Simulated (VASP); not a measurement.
# Pd (Fm-3m) in VASP: a series of runs

Runs on Pd. Level: LDA. Tasks: single point, relaxation of cell and atoms.

Everything below comes from runs of VASP 6.6.1. Logs are shortened: lines on timing, memory, paths and dates and some standing lists are left out, and cuts for length are marked.

### 1 The cell of the first run

Symmetry: Fm-3m, No. 225, cubic system. The conventional cell has a = 3.841 Å, b = 3.841 Å, c = 3.841 Å, α = 90.00°, β = 90.00°, γ = 90.00°. Within 3.6 Å of Pd (site symmetry m-3m) lie 12 Pd at 2.72 Å.

### 2 Single point, LDA

File INCAR:

```
SYSTEM = Pd
ALGO = Normal ; EDIFF = 1E-6
ENCUT = 520 ; ISIF = 2
ISMEAR = -1 ; LASPH = .TRUE.
LCHARG = .FALSE. ; LREAL = .FALSE.
LWAVE = .FALSE. ; NBANDS = 11
NELM = 100 ; PREC = Accurate
SIGMA = 0.1
```

File KPOINTS:

```
k-points
0
G
  17 17 17
  0 0 0
```

File POSCAR:

```
Pd
1.0
    0.0000000000      1.9206745742      1.9206745742
    1.9206745742      0.0000000000      1.9206745742
    1.9206745742      1.9206745742      0.0000000000
Pd
1
Direct
    0.0000000000      0.0000000000      0.0000000000
```

Potentials or basis: VASP PAW LDA potentials, release 64 (Pd).

On the command line:

```sh
$ cat potpaw_LDA.64/Pd/POTCAR > POTCAR
$ mpirun -np 1 vasp_std > vasp.out
```

OUTCAR:

```text
SYSTEM = Pd
   EDIFF = 1E-6
   ENCUT = 520
   ISIF = 2
   ISMEAR = -1
   LASPH = .TRUE.
   LREAL = .FALSE.
   NELM = 100
   PREC = Accurate

 ion  position               nearest neighbor table
   1  0.000  0.000  0.000-

  LATTYP: Found a face centered cubic cell.
 ALAT       =     3.8413491484

  Lattice vectors:

 A1 = (   0.0000000000,   1.9206745742,   1.9206745742)
 A2 = (   1.9206745742,   0.0000000000,   1.9206745742)
 A3 = (   1.9206745742,   1.9206745742,   0.0000000000)

Analysis of symmetry for initial positions (statically):
=====================================================================
 Subroutine PRICEL returns:
 Original cell was already a primitive cell.

 Routine SETGRP: Setting up the symmetry group for a
 face centered cubic supercell.

 Subroutine GETGRP returns: Found 48 space group operations
 (whereof 48 operations were pure point group operations)
 out of a pool of 48 trial point group operations.

The static configuration has the point symmetry O_h .

Analysis of symmetry for dynamics (positions and initial velocities):
=====================================================================
 Subroutine PRICEL returns:
 Original cell was already a primitive cell.

 Routine SETGRP: Setting up the symmetry group for a
 face centered cubic supercell.

 Subroutine GETGRP returns: Found 48 space group operations
 (whereof 48 operations were pure point group operations)
 out of a pool of 48 trial point group operations.

The dynamic configuration has the point symmetry O_h .

 Subroutine INISYM returns: Found 48 space group operations
 (whereof 48 operations are pure point group operations),
 and found     1 'primitive' translations

----------------------------------------------------------------------------------------

                                     Primitive cell

  volume of cell :      14.1707

  direct lattice vectors                    reciprocal lattice vectors
     0.000000000  1.920674574  1.920674574    -0.260325204  0.260325204  0.260325204
     1.920674574  0.000000000  1.920674574     0.260325204 -0.260325204  0.260325204
     1.920674574  1.920674574  0.000000000     0.260325204  0.260325204 -0.260325204

  length of vectors
     2.716244032  2.716244032  2.716244032     0.450896480  0.450896480  0.450896480

  position of ions in fractional coordinates (direct lattice)
     0.000000000  0.000000000  0.000000000

  ion indices of the primitive-cell ions
   primitive index   ion index
                 1           1

----------------------------------------------------------------------------------------
[... 79 lines left out ...]
   TEBEG  =    0.0;   TEEND  =   0.0 temperature during run
   PSTRESS=    0.0 pullay stress
   NELECT =      10.0000    total number of electrons
   NUPDOWN=      -1.0000    fix difference up-down
   EMIN   =  10.00;   EMAX   =-10.00  energy-range for DOS
   EFERMI =   0.00;   METHOD = LEGACY
   ISMEAR =    -1;   SIGMA  =   0.10  broadening in eV -4-tet -1-fermi 0-gaus
   EFERMI_NEDOS =   21; number of points for ismear=-14 and -15
   IALGO  =     38    algorithm
   IMIX   =      4    mixing-type and parameters
     AMIX     =   0.40;   BMIX     =  1.00
     AMIX_MAG =   1.60;   BMIX_MAG =  1.00
  volume/ion in A,a.u.               =      14.17        95.63
  Fermi-wavevector in a.u.,A,eV,Ry     =   1.457508  2.754291 28.903272  2.124331
  Thomas-Fermi vector in A             =   2.574302
   LORBIT       =      0    0 simple, 1 ext, 2 COOP (PROOUT), +10 PAW based schemes
   GGA     = CA    functional components
   LHFCALC =     F    Hartree Fock is set to
   AEXX    =    0.0000 exact exchange contribution
   IVDW    =     0    specifies the selected vdW correction
   LEPSILON=     F    determine dielectric tensor
   LRPA    =     F    only Hartree local field effects (RPA)
 non-spin polarized calculation
  energy-cutoff  :      520.00
  volume of cell :       14.17
 maximum number of plane-waves:       390
   NGX = 11   NGY = 11   NGZ = 11

 number of electron      10.0000005 magnetization

 Free energy of the ion-electron system (eV)
  ---------------------------------------------------
  ext. energy  EPLUGINS =         0.00000000
  ---------------------------------------------------
  free energy    TOTEN  =        -6.52715201 eV

  energy without entropy =       -6.46318243  energy(sigma->0) =       -6.49516722

 E-fermi :  10.3083     XC(G=0): -13.7646

 val. band max:       10.3032454124   @ k =  -0.4706   0.2941   0.0588
 cond. band min:      10.3136575523   @ k =  -0.1765   0.1765   0.0000
 fundamental gap:      0.0104121399
 Fermi energy:        10.3082601807

 k-point     1 :       0.0000    0.0000    0.0000
  band No.  band energies     occupation
      1       2.7419      2.00000
      2       7.2300      2.00000
      3       7.2300      2.00000
      4       7.2300      2.00000
      5       8.9836      2.00000
      6       8.9836      2.00000
      7      27.4349      0.00000
      8      32.3835      0.00000
      9      32.3835      0.00000
     10      32.3835      0.00000
     11      35.8990      0.00000
[... 309 lines left out ...]
 k-point    24 :      -0.1176    0.0588    0.0000
  band No.  band energies     occupation
      1       3.5262      2.00000
      2       6.9447      2.00000
      3       7.4813      2.00000
      4       7.5150      2.00000
      5       8.7354      2.00000
      6       9.0564      1.99999
      7      28.1168      0.00000
      8      29.2804      0.00000
      9      32.3190      0.00000
     10      33.8722      0.00000
     11      35.9808      0.00000

 [... further k-points ...]

------------------------ aborting loop because EDIFF is reached ----------------------------------------

  FORCE on cell =-STRESS in cart. coord.  units (eV):
  Direction    XX          YY          ZZ          XY          YZ          ZX
  --------------------------------------------------------------------------------------
  -------------------------------------------------------------------------------------
  Total        0.0251723      0.0251723      0.0251723     -0.0000000      0.0000000     -0.0000000
  in kB        2.8460423      2.8460423      2.8460423     -0.0000000      0.0000000     -0.0000000
  external PRESSURE =       2.8460423 kB  Pullay stress =       0.0000000 kB

 VOLUME and BASIS-vectors are now :
 -----------------------------------------------------------------------------
  energy-cutoff  :      520.00
  volume of cell :       14.17
      direct lattice vectors                 reciprocal lattice vectors
     0.000000000  1.920674574  1.920674574    -0.260325204  0.260325204  0.260325204
     1.920674574  0.000000000  1.920674574     0.260325204 -0.260325204  0.260325204
     1.920674574  1.920674574  0.000000000     0.260325204  0.260325204 -0.260325204

 POSITION                                       TOTAL-FORCE (eV/Angst)
 -----------------------------------------------------------------------------------
      0.00000      0.00000      0.00000         0.000000      0.000000      0.000000
 -----------------------------------------------------------------------------------
    total drift:                                0.000000      0.000000     -0.000000

  FREE ENERGIE OF THE ION-ELECTRON SYSTEM (eV)
  ---------------------------------------------------
  free  energy   TOTEN  =        -6.5271520056 eV

  energy  without entropy=       -6.4631824264  energy(sigma->0) =       -6.49516722
```

OSZICAR:

```text
N       E                     dE             d eps       ncg     rms          rms(c)
DAV:   1     0.425592348396E+02    0.42559E+02   -0.51901E+03  3646   0.858E+02
DAV:   2    -0.631587807546E+01   -0.48875E+02   -0.47168E+02  4036   0.186E+02
DAV:   3    -0.687936620682E+01   -0.56349E+00   -0.56086E+00  4357   0.214E+01
DAV:   4    -0.688167457350E+01   -0.23084E-02   -0.23080E-02  4431   0.142E+00
DAV:   5    -0.688169769658E+01   -0.23123E-04   -0.23122E-04  4768   0.132E-01    0.915E+00
DAV:   6    -0.654767590376E+01    0.33402E+00   -0.13208E+00  4509   0.938E+00    0.434E+00
DAV:   7    -0.653282318123E+01    0.14853E-01   -0.37009E-02  4824   0.121E+00    0.219E+00
DAV:   8    -0.652720498166E+01    0.56182E-02   -0.26020E-03  4500   0.532E-01    0.113E-01
DAV:   9    -0.652714769084E+01    0.57291E-04   -0.31163E-04  4731   0.150E-01    0.151E-02
DAV:  10    -0.652715218123E+01   -0.44904E-05   -0.38483E-06  4546   0.178E-02    0.120E-02
DAV:  11    -0.652715200558E+01    0.17565E-06   -0.12611E-07  3147   0.369E-03
   1 F= -.65271520E+01 E0= -.64951672E+01  d E =-.639696E-01
```

stdout:

```text
POSCAR found type information on POSCAR Pd
 POSCAR found :  1 types and       1 ions
 scaLAPACK will be used
 LDA part: xc-table for (Slater(with rela. corr.)+CA(PZ))
 , standard interpolation
 POSCAR, INCAR and KPOINTS ok, starting setup
 FFT: planning ... GRIDC
 FFT: planning ... GRID_SOFT
 FFT: planning ... GRID
 WAVECAR not read
 entering main loop
```

It took 10 s on 1 thread of Intel Xeon 6975P-C (Granite Rapids), shared host; peak memory 0.13 GiB.

What came out:

```
Free energy            : -6.5272 eV
Pressure               : 0.3 GPa
Band gap on the k mesh : zero (band 5 reaches 10.58 eV, above the bottom of band 6 at 8.91 eV)
```

Levels at points of the mesh, in eV from the Fermi level:
```tsv
k point	band 2	band 3	band 4	band 5	band 6	band 7	band 8	band 9
(0.00, 0.00, 0.00)	-3.08	-3.08	-3.08	-1.32	-1.32	17.13	22.08	22.08
```

### 3 Relaxation of cell and atoms, LDA

File INCAR:

```
PREC = Accurate
ENCUT = 600
EDIFF = 1E-7
ISMEAR = -1
SIGMA = 0.1
LREAL = F
LASPH = T
NELM = 80
ALGO = Normal
ISIF = 3
LWAVE = F
LCHARG = F
IBRION = 2
NSW = 60
EDIFFG = -0.005
```

File KPOINTS:

```
Automatic mesh
0
Gamma
  17 17 17
```

File POSCAR:

```
Pd
1.0
    0.0000000000      1.9211397313      1.9211397313
    1.9211397313      0.0000000000      1.9211397313
    1.9211397313      1.9211397313      0.0000000000
Pd
1
Direct
    0.0000000000      0.0000000000      0.0000000000
```

Potentials or basis: VASP PAW LDA potentials, release 64 (Pd).

On the command line:

```sh
$ cat potpaw_LDA.64/Pd/POTCAR > POTCAR
$ mpirun -np 1 vasp_std > vasp.out
```

It took 19 s on 1 thread of Intel Xeon 6975P-C (Granite Rapids), shared host; peak memory 0.15 GiB.

Results (log left out):

```yaml
Free_energy: -6.5271 eV
Relaxed_volume: 14.19 Å³/atom
Relaxed_cell: a = 2.717 Å, b = 2.717 Å, c = 2.717 Å, α = 60.00°, β = 60.00°, γ = 60.00°
Space_group_after_relaxing_to_0.05_Å: Fm-3m (No. 225)
Energy_gained_by_relaxing: 0.0 meV/atom
Ionic_steps: 3
Pressure_after_relaxing: 0.0 GPa
Band_gap_on_the_k_mesh: zero (band 5 reaches 10.56 eV, above the bottom of band 6 at 8.90 eV)
```

Final structure:
```yaml
crystal:
  lattice:
    - [0.00000, 1.92134, 1.92134]
    - [1.92134, 0.00000, 1.92134]
    - [1.92134, 1.92134, 0.00000]
  atoms:
    - { symbol: Pd, position: [0.00000, 0.00000, 0.00000] }
```

Levels at points of the mesh, in eV from the Fermi level:
| k point | band 1 | band 2 | band 3 | band 4 | band 5 | band 6 | band 7 | band 8 | band 9 |
| --- | --- | --- | --- | --- | --- | --- | --- | --- | --- |
| (0.00, 0.00, 0.00) | -7.56 | -3.07 | -3.07 | -3.07 | -1.32 | -1.32 | 17.13 | 22.07 | 22.07 |

### 4 Single point, LDA, non-collinear spin, zero start, spin-orbit coupling

This run uses another cell than the first one, of 10.77 Å³/atom, 0.760 times its volume.

File INCAR:

```
SYSTEM = Pd
ALGO = Normal
EDIFF = 1E-6
ENCUT = 520
GGA = CA
GGA_COMPAT = .False.
ISIF = 2
ISMEAR = -1
LASPH = .True.
LCHARG = .False.
LMAXMIX = 4
LNONCOLLINEAR = .True.
LORBIT = 11
LORBMOM = .True.
LREAL = .False.
LSORBIT = .True.
LWAVE = .False.
MAGMOM = 0 0 0
NBANDS = 21
NELM = 150
PREC = Accurate
SIGMA = 0.1
```

File KPOINTS:

```
k-points
0
Gamma
  26 26 26
  0 0 0
```

File POSCAR:

```
Pd
1.0
    0.0000000000      1.7527702153      1.7527702153
    1.7527702153      0.0000000000      1.7527702153
    1.7527702153      1.7527702153      0.0000000000
Pd
1
Direct
    0.0000000000      0.0000000000      0.0000000000
```

On the command line:

```sh
$ cat potpaw_LDA.64/Pd/POTCAR > POTCAR
$ mpirun -np 1 vasp_ncl > vasp.out
```

It took 1.9 min on 1 thread of Intel Xeon 6975P-C (Granite Rapids), shared host; peak memory 0.26 GiB.

The run converged. Its results:

```
Free energy : -5.5353 eV
Pressure    : 128.7 GPa
Net moment  : 0.00 μB per cell
```

Moments on the atoms (μB; x, y, z):
```
Pd  0.00 0.00 0.00
```

### 5 The runs side by side

```csv
task,spin,cell,k mesh,cutoff (eV),gap on the mesh (eV),pressure (GPa)
single point,off,"a = 2.716 Å, angles 60.0°, 1 atom",17 × 17 × 17,520,none,0.3
relaxation of cell and atoms,off,"relaxed from a = 2.717 Å, angles 60.0°, 1 atom",17 × 17 × 17,600,none,0.0
single point,"non-collinear, zero start, SOC","a = 2.479 Å, angles 60.0°, 1 atom",26 × 26 × 26,520,-,128.7
```

Alike in all rows: level LDA; potentials or basis VASP PAW LDA potentials, release 64 (Pd); smearing fermi-dirac 0.1 eV.

Absolute energies hang on the potentials; compare differences alone.
